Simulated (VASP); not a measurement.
# SiC (Moissanite) (P6_3mc) in VASP: notebook

SiC (Moissanite) is run at these levels: PBEsol; tasks: single point, relaxation of cell and atoms.

Everything below comes from runs of VASP 6.6.1. Logs are shortened: lines on timing, memory, paths and dates and some standing lists are left out, and cuts for length are marked.

### Step 1. The cell of the first run

The structure is hexagonal, space group P6_3mc (No. 186). The conventional cell has a = 3.076 Å, b = 3.076 Å, c = 5.048 Å, α = 90.00°, β = 90.00°, γ = 120.00°. Within 2.5 Å of Si (site symmetry 3m) lie 4 C at 1.88 to 1.90 Å. C (site symmetry 3m) has 4 Si at 1.88 to 1.90 Å within 2.5 Å.

### Step 2. Single point, PBEsol

Input file INCAR:

```
SYSTEM = SiC
PREC = Accurate ; ENCUT = 520
EDIFF = 1E-6 ; ISMEAR = 0
SIGMA = 0.02 ; LREAL = .False.
LASPH = .True. ; NELM = 100
ALGO = Normal ; ISIF = 2
LWAVE = .False. ; LCHARG = .False.
GGA = PS ; NBANDS = 16
```

Input file KPOINTS:

```
Automatic mesh
0
Gamma
  12 12 6
  0 0 0
```

Input file POSCAR:

```
SiC
1.0
    3.0759455500      0.0000000000      0.0000000000
   -1.5379727750      2.6638469870      0.0000000000
    0.0000000000      0.0000000000      5.0477365220
Si C
2 2
Direct
    0.6666666667      0.3333333333     -0.0004080629
    0.3333333333      0.6666666667      0.4995919371
    0.6666666667      0.3333333333      0.3754080629
    0.3333333333      0.6666666667      0.8754080629
```

Potentials or basis: VASP PAW PBE potentials, release 64 (Si, C).

Launch:

```console
cat potpaw_PBE.64/Si/POTCAR potpaw_PBE.64/C/POTCAR > POTCAR
mpirun -np 1 vasp_std > vasp.out
```

OUTCAR:

```text
SYSTEM = SiC
   PREC = Accurate
   ENCUT = 520
   EDIFF = 1E-6
   ISMEAR = 0
   LREAL = .False.
   LASPH = .True.
   NELM = 100
   ISIF = 2
   GGA = PS

 ion  position               nearest neighbor table
   1  0.667  0.333  1.000-   4 1.88   4 1.88   4 1.88   3 1.90   2 3.09   2 3.09   2 3.09   2 3.09
                             2 3.09   2 3.09
   2  0.333  0.667  0.500-   3 1.88   3 1.88   3 1.88   4 1.90   1 3.09   1 3.09   1 3.09   1 3.09
                             1 3.09   1 3.09
   3  0.667  0.333  0.375-   2 1.88   2 1.88   2 1.88   1 1.90
   4  0.333  0.667  0.875-   1 1.88   1 1.88   1 1.88   2 1.90

  LATTYP: Found a hexagonal cell.
 ALAT       =     3.0759455500
 C/A-ratio  =     1.6410357205

  Lattice vectors:

 A1 = (   3.0759455500,   0.0000000000,   0.0000000000)
 A2 = (  -1.5379727750,   2.6638469870,   0.0000000000)
 A3 = (   0.0000000000,   0.0000000000,   5.0477365220)

Analysis of symmetry for initial positions (statically):
=====================================================================
 Subroutine PRICEL returns:
 Original cell was already a primitive cell.

 Routine SETGRP: Setting up the symmetry group for a
 hexagonal supercell.

 Subroutine GETGRP returns: Found 12 space group operations
 (whereof  6 operations were pure point group operations)
 out of a pool of 24 trial point group operations.

The static configuration has the point symmetry C_3v.
 The point group associated with its full space group is C_6v.

Analysis of symmetry for dynamics (positions and initial velocities):
=====================================================================
 Subroutine PRICEL returns:
 Original cell was already a primitive cell.

 Routine SETGRP: Setting up the symmetry group for a
 hexagonal supercell.

 Subroutine GETGRP returns: Found 12 space group operations
 (whereof  6 operations were pure point group operations)
 out of a pool of 24 trial point group operations.

The dynamic configuration has the point symmetry C_3v.
 The point group associated with its full space group is C_6v.

 Subroutine INISYM returns: Found 12 space group operations
 (whereof  6 operations are pure point group operations),
 and found     1 'primitive' translations

----------------------------------------------------------------------------------------

                                     Primitive cell

  volume of cell :      41.3604

  direct lattice vectors                    reciprocal lattice vectors
     3.075945550  0.000000000  0.000000000     0.325103284  0.187698469  0.000000000
    -1.537972775  2.663846987  0.000000000     0.000000000  0.375396937  0.000000000
     0.000000000  0.000000000  5.047736522     0.000000000  0.000000000  0.198108597

  length of vectors
     3.075945550  3.075945550  5.047736522     0.375396937  0.375396937  0.198108597

  position of ions in fractional coordinates (direct lattice)
     0.666666667  0.333333333  0.999591937
     0.333333333  0.666666667  0.499591937
     0.666666667  0.333333333  0.375408063
     0.333333333  0.666666667  0.875408063

  ion indices of the primitive-cell ions
   primitive index   ion index
                 1           1
                 2           2
                 3           3
                 4           4

----------------------------------------------------------------------------------------

 KPOINTS: Automatic mesh

Automatic generation of k-mesh.
 Grid dimensions read from file:
 generate k-points for:   12   12    6

 Generating k-lattice:

  Cartesian coordinates                     Fractional coordinates (reciprocal lattice)
     0.027091940  0.015641539  0.000000000     0.083333333  0.000000000  0.000000000
     0.000000000  0.031283078  0.000000000     0.000000000  0.083333333  0.000000000
     0.000000000  0.000000000  0.033018099     0.000000000  0.000000000  0.166666667

  Length of vectors
     0.031283078  0.031283078  0.033018099

  Shift w.r.t. Gamma in fractional coordinates (k-lattice)
     0.000000000  0.000000000  0.000000000

 Subroutine IBZKPT returns following result:
 ===========================================

 Found     76 irreducible k-points:

 Following reciprocal coordinates:
            Coordinates               Weight
  0.000000  0.000000  0.000000      1.000000
  0.083333  0.000000  0.000000      6.000000
  0.166667  0.000000  0.000000      6.000000
  0.250000  0.000000  0.000000      6.000000
  0.333333  0.000000  0.000000      6.000000
  0.416667  0.000000  0.000000      6.000000
[... 16 lines left out ...]
  0.250000  0.000000  0.166667     12.000000
  0.333333  0.000000  0.166667     12.000000
 [... further k-points ...]
   k-points           NKPTS =     76   k-points in BZ     NKDIM =     76   number of bands    NBANDS=     16
   number of dos      NEDOS =    301   number of ions     NIONS =      4
   total plane-waves  NPLWV =  23040
   dimension x,y,z NGX =    24 NGY =   24 NGZ =   40
   dimension x,y,z NGXF=    48 NGYF=   48 NGZF=   80
   ions per type =               2   2
   NGX,Y,Z   is equivalent  to a cutoff of  12.97, 12.97, 13.17 a.u.
   NGXF,Y,Z  is equivalent  to a cutoff of  25.94, 25.94, 26.35 a.u.
 SYSTEM =  SiC
   PREC   = accura    normal or accurate (medium, high low for compatibility)
   ISTART =      0    job   : 0-new  1-cont  2-samecut
   ICHARG =      2    charge: 1-file 2-atom 10-const
   ISPIN  =      1    spin polarized calculation?
   LNONCOLLINEAR =      F non collinear calculations
   LSORBIT =      F    spin-orbit coupling
   LASPH  =      T    aspherical Exc in radial PAW
   ENCUT  =  520.0 eV  38.22 Ry    6.18 a.u.   5.72  5.72  9.39*2*pi/ulx,y,z
   NELM   =    100;   NELMIN=  2; NELMDL= -5     # of ELM steps
   EDIFF  = 0.1E-05   stopping-criterion for ELM
   LREAL  =      F    real-space projection
   EDIFFG = 0.1E-04   stopping-criterion for IOM
   NSW    =      0    number of steps for IOM
   IBRION =     -1    ionic relax: 0-MD 1-quasi-New 2-CG
   NFREE  =      0    steps in history (QN), initial steepest desc. (CG)
   ISIF   =      2    stress and relaxation
   ISYM   =      2    0-nonsym 1-usesym 2-fastsym
   POTIM  = 0.5000    time-step for ionic-motion
   TEBEG  =    0.0;   TEEND  =   0.0 temperature during run
   PSTRESS=    0.0 pullay stress
   NELECT =      16.0000    total number of electrons
   NUPDOWN=      -1.0000    fix difference up-down
   EMIN   =  10.00;   EMAX   =-10.00  energy-range for DOS
   EFERMI =   0.00;   METHOD = LEGACY
   ISMEAR =     0;   SIGMA  =   0.02  broadening in eV -4-tet -1-fermi 0-gaus
   EFERMI_NEDOS =   21; number of points for ismear=-14 and -15
   IALGO  =     38    algorithm
   IMIX   =      4    mixing-type and parameters
     AMIX     =   0.40;   BMIX     =  1.00
     AMIX_MAG =   1.60;   BMIX_MAG =  1.00
  volume/ion in A,a.u.               =      10.34        69.78
  Fermi-wavevector in a.u.,A,eV,Ry     =   1.192852  2.254164 19.359680  1.422896
  Thomas-Fermi vector in A             =   2.328881
   LORBIT       =      0    0 simple, 1 ext, 2 COOP (PROOUT), +10 PAW based schemes
   GGA     = PS    functional components
   LHFCALC =     F    Hartree Fock is set to
   AEXX    =    0.0000 exact exchange contribution
   IVDW    =     0    specifies the selected vdW correction
   LEPSILON=     F    determine dielectric tensor
   LRPA    =     F    only Hartree local field effects (RPA)
 non-spin polarized calculation
 Gauss-broadening in eV      SIGMA  =   0.02
  energy-cutoff  :      520.00
  volume of cell :       41.36
 maximum number of plane-waves:      1132
 NGX is ok and might be reduce to    24
   NGX = 11   NGY = 11   NGZ = 19

 number of electron      16.0000000 magnetization

 Free energy of the ion-electron system (eV)
  ---------------------------------------------------
  ext. energy  EPLUGINS =         0.00000000
  ---------------------------------------------------
  free energy    TOTEN  =       -31.82220041 eV

  energy without entropy =      -31.82220041  energy(sigma->0) =      -31.82220041

 E-fermi :   8.3662     XC(G=0): -11.4997

 val. band max:        8.2098023181   @ k =   0.0000   0.0000   0.0000
 cond. band min:      10.3232453303   @ k =   0.3333   0.3333   0.0000
 fundamental gap:      2.1134430121
 Fermi energy:         8.3662404003

 k-point     1 :       0.0000    0.0000    0.0000
  band No.  band energies     occupation
      1      -7.3809      2.00000
      2      -3.7761      2.00000
      3      -0.5537      2.00000
      4       6.8873      2.00000
      5       6.8873      2.00000
      6       8.0969      2.00000
[... 8 lines left out ...]
     15      17.1036      0.00000
     16      19.4291      0.00000

 k-point     2 :       0.0833    0.0000    0.0000
  band No.  band energies     occupation
      1      -7.2599      2.00000
      2      -3.6726      2.00000
      3      -0.4415      2.00000
      4       6.1958      2.00000
      5       6.6732      2.00000
      6       7.7465      2.00000
[... 8 lines left out ...]
     15      17.4049      0.00000
     16      18.5085      0.00000

 k-point     3 :       0.1667    0.0000    0.0000
  band No.  band energies     occupation
      1      -6.8999      2.00000
      2      -3.3708      2.00000
      3      -0.1136      2.00000
      4       4.6943      2.00000
      5       6.1906      2.00000
      6       6.6305      2.00000
[... 8 lines left out ...]
     15      17.6723      0.00000
     16      18.0458      0.00000

 k-point     4 :       0.2500    0.0000    0.0000
  band No.  band energies     occupation
      1      -6.3117      2.00000
      2      -2.9074      2.00000
      3       0.3858      2.00000
      4       3.0553      2.00000
      5       5.2437      2.00000
      6       5.6685      2.00000
[... 8 lines left out ...]
     15      18.1739      0.00000
     16      18.9342      0.00000
[... 324 lines left out ...]
 k-point    22 :       0.1667    0.0000    0.1667
  band No.  band energies     occupation
      1      -6.7650      2.00000
      2      -3.9048      2.00000
      3       0.6179      2.00000
      4       4.8163      2.00000
      5       6.2439      2.00000
      6       6.2818      2.00000
[... 8 lines left out ...]
     15      17.8943      0.00000
     16      18.3972      0.00000

 k-point    23 :       0.2500    0.0000    0.1667
  band No.  band energies     occupation
      1      -6.1789      2.00000
      2      -3.4031      2.00000
      3       0.9995      2.00000
      4       3.2583      2.00000
      5       4.8517      2.00000
      6       5.7666      2.00000
[... 8 lines left out ...]
     15      18.9011      0.00000
     16      18.9351      0.00000

 k-point    24 :       0.3333    0.0000    0.1667
  band No.  band energies     occupation
      1      -5.3937      2.00000
      2      -2.8080      2.00000
      3       0.8526      2.00000
      4       2.5127      2.00000
      5       3.4153      2.00000
      6       5.3398      2.00000
[... 8 lines left out ...]
     15      19.4441      0.00000
     16      20.2602      0.00000

 [... further k-points ...]

------------------------ aborting loop because EDIFF is reached ----------------------------------------

  FORCE on cell =-STRESS in cart. coord.  units (eV):
  Direction    XX          YY          ZZ          XY          YZ          ZX
  --------------------------------------------------------------------------------------
  -------------------------------------------------------------------------------------
  Total        0.0898987      0.0898987      0.0904155      0.0000000      0.0000000      0.0000000
  in kB        3.4824059      3.4824059      3.5024267      0.0000000      0.0000000      0.0000000
  external PRESSURE =       3.4890795 kB  Pullay stress =       0.0000000 kB

 VOLUME and BASIS-vectors are now :
 -----------------------------------------------------------------------------
  energy-cutoff  :      520.00
  volume of cell :       41.36
      direct lattice vectors                 reciprocal lattice vectors
     3.075945550  0.000000000  0.000000000     0.325103284  0.187698469  0.000000000
    -1.537972775  2.663846987  0.000000000     0.000000000  0.375396937  0.000000000
     0.000000000  0.000000000  5.047736522     0.000000000  0.000000000  0.198108597

 POSITION                                       TOTAL-FORCE (eV/Angst)
 -----------------------------------------------------------------------------------
      1.53797      0.88795      5.04568        -0.000000      0.000000      0.000812
     -0.00000      1.77590      2.52181         0.000000     -0.000000      0.000812
      1.53797      0.88795      1.89496         0.000000      0.000000     -0.000812
     -0.00000      1.77590      4.41883         0.000000     -0.000000     -0.000812
 -----------------------------------------------------------------------------------
    total drift:                               -0.000000     -0.000000     -0.000124

  FREE ENERGIE OF THE ION-ELECTRON SYSTEM (eV)
  ---------------------------------------------------
  free  energy   TOTEN  =       -31.8222004114 eV

  energy  without entropy=      -31.8222004114  energy(sigma->0) =      -31.82220041
```

Wall time 58 s (1 thread of AMD EPYC 7R43 (Zen 3), shared host); peak memory 0.14 GiB.

Results:

```
Free energy            : -31.8222 eV
Pressure               : 0.3 GPa
Band gap on the k mesh : 2.11 eV, indirect (least direct gap 3.85 eV)
```

Levels at points of the mesh, in eV from the valence-band top:
```tsv
k point	band 4	band 5	band 6	band 7	band 8	band 9	band 10	band 11	band 12	band 13
(0.00, 0.00, 0.00)	-1.32	-1.32	-0.11	0.00	0.00	4.74	6.15	6.59	6.59	7.68
(0.50, 0.00, 0.00)	-6.31	-5.48	-3.34	-3.34	-1.20	2.65	4.12	6.80	7.04	9.99
(0.00, 0.00, 0.50)	-4.46	-0.71	-0.71	-0.71	-0.71	5.83	5.83	7.27	7.27	7.27
(0.50, 0.00, 0.50)	-8.31	-2.46	-2.46	-2.34	-2.34	3.17	3.17	5.16	5.16	10.30
```

Caveat: the PAW data sets were made with another functional, which shifts forces and pressure a little.

### Step 3. Relaxation of cell and atoms, PBEsol

This run uses another cell than the first one, of 10.50 Å³/atom, 1.016 times its volume.

Input file INCAR:

```
SYSTEM = SiC
  PREC = Accurate
  ENCUT = 600
  EDIFF = 1E-6
  ISMEAR = 0
  SIGMA = 0.02
  LREAL = .False.
  LASPH = .True.
  NELM = 60
  ALGO = Normal
  ISIF = 3
  LWAVE = .False.
  LCHARG = .False.
  GGA = PS
  IBRION = 2
  NSW = 70
  EDIFFG = -0.005
```

KPOINTS is that of step 2.

Input file POSCAR:

```
SiC
1.0
    3.0919379459      0.0000000000      0.0000000000
   -1.5459689730      2.6776968081      0.0000000000
    0.0000000000      0.0000000000      5.0742918075
Si C
2 2
Direct
    0.6666666667      0.3333333333     -0.0004183979
    0.3333333333      0.6666666667      0.4995816021
    0.6666666667      0.3333333333      0.3754183979
    0.3333333333      0.6666666667      0.8754183979
```

Potentials or basis: VASP PAW PBE potentials, release 64 (Si, C).

Launch:

```console
cat potpaw_PBE.64/Si/POTCAR potpaw_PBE.64/C/POTCAR > POTCAR
mpirun -np 1 vasp_std > vasp.out
```

OUTCAR:

```text
SYSTEM = SiC
   PREC = Accurate
   ENCUT = 600
   EDIFF = 1E-6
   ISMEAR = 0
   LREAL = .False.
   LASPH = .True.
   NELM = 60
   ISIF = 3
   GGA = PS
   IBRION = 2
   NSW = 70
   EDIFFG = -0.005

 ion  position               nearest neighbor table
   1  0.667  0.333  1.000-   4 1.89   4 1.89   4 1.89   3 1.91   2 3.10   2 3.10   2 3.10   2 3.10
                             2 3.10   2 3.10
   2  0.333  0.667  0.500-   3 1.89   3 1.89   3 1.89   4 1.91   1 3.10   1 3.10   1 3.10   1 3.10
                             1 3.10   1 3.10
   3  0.667  0.333  0.375-   2 1.89   2 1.89   2 1.89   1 1.91
   4  0.333  0.667  0.875-   1 1.89   1 1.89   1 1.89   2 1.91

  LATTYP: Found a hexagonal cell.
 ALAT       =     3.0919379459
 C/A-ratio  =     1.6411363670

  Lattice vectors:

 A1 = (   3.0919379459,   0.0000000000,   0.0000000000)
 A2 = (  -1.5459689730,   2.6776968081,   0.0000000000)
[... 283 lines left out ...]
      5       6.8766      2.00000
      6       8.0852      2.00000
      7       8.1978      2.00000
      8       8.1978      2.00000
      9      12.9325      0.00000
     10      14.3387      0.00000
     11      14.7882      0.00000
     12      14.7882      0.00000
[... 331 lines left out ...]
 k-point    24 :       0.3333    0.0000    0.1667
  band No.  band energies     occupation
      1      -5.3990      2.00000
      2      -2.8167      2.00000
      3       0.8443      2.00000
      4       2.5050      2.00000
      5       3.4048      2.00000
      6       5.3303      2.00000
      7       6.5782      2.00000
      8       7.0890      2.00000
      9      11.4704      0.00000
     10      12.5741      0.00000
     11      14.9457      0.00000
     12      15.9547      0.00000

 [... further k-points ...]

------------------------ aborting loop because EDIFF is reached ----------------------------------------

  FORCE on cell =-STRESS in cart. coord.  units (eV):
  Direction    XX          YY          ZZ          XY          YZ          ZX
  --------------------------------------------------------------------------------------
  -------------------------------------------------------------------------------------
  Total        0.0064291      0.0064291     -0.0117010     -0.0000000      0.0000000      0.0000000
  in kB        0.2488084      0.2488084     -0.4528299     -0.0000000      0.0000000      0.0000000
  external PRESSURE =       0.0149290 kB  Pullay stress =       0.0000000 kB
[... 19 lines left out ...]
  FREE ENERGIE OF THE ION-ELECTRON SYSTEM (eV)
  ---------------------------------------------------
  free  energy   TOTEN  =       -31.8251331966 eV

  energy  without entropy=      -31.8251331966  energy(sigma->0) =      -31.82513320

 reached required accuracy - stopping structural energy minimisation
```

OSZICAR:

```text
N       E                     dE             d eps       ncg     rms          rms(c)
DAV:   1     0.392599318887E+02    0.39260E+02   -0.80361E+03  1824   0.134E+03
[... 21 lines left out ...]
DAV:   1    -0.318279338068E+02   -0.96609E-02   -0.10733E-01  2104   0.296E+00    0.401E-01
DAV:   2    -0.318257406820E+02    0.21931E-02   -0.41361E-03  2140   0.507E-01    0.196E-01
DAV:   3    -0.318252036547E+02    0.53703E-03   -0.11492E-03  2140   0.234E-01    0.386E-02
DAV:   4    -0.318251431987E+02    0.60456E-04   -0.13085E-04  2220   0.765E-02    0.160E-02
DAV:   5    -0.318251350748E+02    0.81239E-05   -0.13086E-05  2160   0.254E-02    0.147E-02
DAV:   6    -0.318251330116E+02    0.20632E-05   -0.56755E-07  1128   0.668E-03    0.479E-03
DAV:   7    -0.318251331966E+02   -0.18503E-06   -0.48529E-07  1024   0.465E-03
   3 F= -.31825133E+02 E0= -.31825133E+02  d E =-.611351E-02
```

Wall time 2.1 min (1 thread of AMD EPYC 7R43 (Zen 3), shared host); peak memory 0.17 GiB.

Results:

```
Free energy                            : -31.8251 eV
Relaxed volume                         : 10.35 Å³/atom
Relaxed cell                           : a = 3.077 Å, b = 3.077 Å, c = 5.050 Å, α = 90.00°, β = 90.00°, γ = 120.00°
Space group after relaxing (to 0.05 Å) : P6_3mc (No. 186)
Energy gained by relaxing              : 1.5 meV/atom
Ionic steps                            : 3
Pressure after relaxing                : 0.0 GPa
Largest force after relaxing           : 0.003 eV/Å
Band gap on the k mesh                 : 2.12 eV, indirect (least direct gap 3.85 eV)
```

Forces in eV/Å, atoms in the order of the input:
```
Si   0.000  0.000  0.003
Si   0.000  0.000  0.003
C    0.000  0.000 -0.003
C    0.000  0.000 -0.003
```

The path:
```csv
step,energy change (eV),largest force (eV/Å),pressure (GPa),volume (Å³)
1,0.0000,0.0004,-3.15,42.01
2,0.0007,0.0064,3.53,40.77
3,-0.0061,0.0032,0.00,41.40
```

Final structure:
```yaml
crystal:
  lattice:
    - [3.07681, 0.00000, 0.00000]
    - [-1.53840, 2.66459, 0.00000]
    - [0.00000, 0.00000, 5.04973]
  atoms:
    - { symbol: Si, position: [0.66667, 0.33333, 0.99958] }
    - { symbol: Si, position: [0.33333, 0.66667, 0.49958] }
    - { symbol: C, position: [0.66667, 0.33333, 0.37542] }
    - { symbol: C, position: [0.33333, 0.66667, 0.87542] }
```

Levels at points of the mesh, in eV from the valence-band top:
```
           k point  band 5  band 6  band 7  band 8  band 9  band 10  band 11  band 12
(0.00, 0.00, 0.00)   -1.32   -0.11    0.00    0.00    4.73     6.14     6.59     6.59
(0.50, 0.00, 0.00)   -5.47   -3.34   -3.34   -1.20    2.65     4.12     6.79     7.04
(0.00, 0.00, 0.50)   -0.71   -0.71   -0.71   -0.71    5.82     5.82     7.27     7.27
(0.50, 0.00, 0.50)   -2.46   -2.46   -2.34   -2.34    3.17     3.17     5.15     5.15
```

Caveat: the PAW data sets were made with another functional, which shifts forces and pressure a little. A k mesh can miss the band edges.
